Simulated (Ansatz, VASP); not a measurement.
**Nb in VASP and in Ansatz**

The input POSCAR:

```
Nb
1.0
    5.0659486424      0.0000000000      0.0000000000
   -2.5329743212      4.3872402186      0.0000000000
    0.0000000000      0.0000000000      2.7786062050
Nb
3
Direct
    1.0000000000      0.0000000000      1.0000000000
    0.3333333333      0.6666666667      0.5000000000
    0.6666666667      0.3333333333      0.5000000000
```

Contents of INCAR.step1:

```
PREC = Accurate ; ENCUT = 520
ISMEAR = -1 ; SIGMA = 0.1
LREAL = False ; LASPH = True
NELM = 60 ; NBANDS = 26
GGA = PE ; ALGO = Normal
EDIFF = 1E-4 ; LWAVE = True
LCHARG = False
```

Contents of INCAR.step2:

```
PREC = Accurate ; ENCUT = 520
EDIFF = 1E-6 ; ISMEAR = -1
SIGMA = 0.1 ; LREAL = False
LASPH = True ; NELM = 60
ALGO = Normal ; ISIF = 2
LWAVE = False ; LCHARG = False
METAGGA = R2SCAN ; LMIXTAU = True
NBANDS = 26 ; ISTART = 1
```

Contents of KPOINTS:

```
Automatic mesh
0
Gamma
  9 9 13
```

Input for Ansatz:

```yaml
crystal:
  lattice:
    - [5.0659486424, 0.0, 0.0]
    - [-2.5329743212, 4.3872402186, 0.0]
    - [0.0, 0.0, 2.778606205]
  atoms:
    - { symbol: Nb, position: [1.0, 0.0, 1.0] }
    - { symbol: Nb, position: [0.3333333333, 0.6666666667, 0.5] }
    - { symbol: Nb, position: [0.6666666667, 0.3333333333, 0.5] }
hamiltonian:
  xc: r2scan
  pseudopotentials:
    kind: paw
    azcp:
      Nb: "pseudopotentials/Nb.paw.azcp"
basis:
  ecutwfc: 500
  fft_grid_basis: typed
kpoints:
  mp_grid: { grid: [9, 9, 13], shift: [0, 0, 0] }
magnetization:
  spin_polarized: false
scf:
  occupations: { method: fermi_dirac, width: 0.1 }
  lower_state_search: "off"
output:
  stress: true
```

Alike in both runs: task single point; functional r2SCAN; k mesh 9 × 9 × 13; occupations fermi-dirac, width 0.1 eV; no spin polarisation.

|  | VASP | Ansatz |
| --- | --- | --- |
| version | VASP 6.6.1 | Ansatz 0.2.0 |
| potentials or method | VASP PAW PBE potentials, release 64 (Nb_sv), cutoff 520 eV | plane waves (500 eV) with PAW, scalar-relativistic |
| valence electrons in the cell | 39 | 39 |

VASP gave:

* pressure (GPa): -15.5
* traceless stress, the component that is largest in VASP (GPa): -1.92

**Question.** What did Ansatz give for the same quantities?

**Answer.** Pressure (GPa): -15.4; traceless stress, the component that is largest in VASP (GPa): -1.93.

VASP's potentials were made for PBE, not for r2SCAN.
